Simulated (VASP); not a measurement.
**CdF2: relaxation of cell and atoms with PBE**

The system is CdF2.

```
Cd F
1.0
     0.00000    2.69400    2.69400
     2.69400    0.00000    2.69400
     2.69400    2.69400    0.00000
Cd F
1 2
Direct
  0.00000 0.00000 0.00000
  0.75000 0.75000 0.75000
  0.25000 0.25000 0.25000
```

* Program: VASP 6.6.1
* Task: relaxation of cell and atoms
* Functional: PBE
* Potentials or basis: VASP PAW PBE potentials, release 64 (Cd, F)
* Cutoff: 600 eV
* k mesh: 9 × 9 × 9
* Occupations: fermi-dirac, width 0.05 eV
* Spin: no spin polarisation
* Dipole correction: no
* Further INCAR settings: ALGO = Normal; EDIFF = 1e-06; IBRION = 2; EDIFFG = -0.01; NSW = 60; ISIF = 3

```
Relaxed volume                         : 13.78 Å³/atom
Relaxed cell                           : a = 3.882 Å, b = 3.882 Å, c = 3.882 Å, α = 60.00°, β = 60.00°, γ = 60.00°
Space group after relaxing (to 0.05 Å) : Fm-3m (No. 225)
Energy gained by relaxing              : 13.4 meV/atom
Ionic steps                            : 3
Pressure after relaxing                : 0.0 GPa
Band gap on the k mesh                 : 2.90 eV, indirect (least direct gap 3.43 eV)
```

The path:
```
step  energy change (eV)  largest force (eV/Å)  pressure (GPa)  volume (Å³)
   1              0.0000                0.0000            6.03        39.10
   2             -0.0378                0.0000           -1.27        41.95
   3             -0.0401                0.0000            0.02        41.35
```

Final structure:
```
Cd F
1.0
     0.00000    2.74471    2.74471
     2.74471    0.00000    2.74471
     2.74471    2.74471    0.00000
Cd F
1 2
Direct
  0.00000 0.00000 0.00000
  0.75000 0.75000 0.75000
  0.25000 0.25000 0.25000
```

Levels at points of the mesh, in eV from the valence-band top:
| k point | band 10 | band 11 | band 12 | band 13 | band 14 | band 15 | band 16 | band 17 |
| --- | --- | --- | --- | --- | --- | --- | --- | --- |
| (0.00, 0.00, 0.00) | -0.81 | -0.53 | -0.53 | -0.53 | 2.90 | 12.46 | 12.46 | 12.46 |

Wall time 29 s on 1 thread of Intel(R) Xeon(R) 6975P-C (Granite Rapids), with other jobs on the host, peak memory 0.19 GiB.

A k mesh can miss the band edges. As with any semilocal functional, this PBE gap is likely too small.
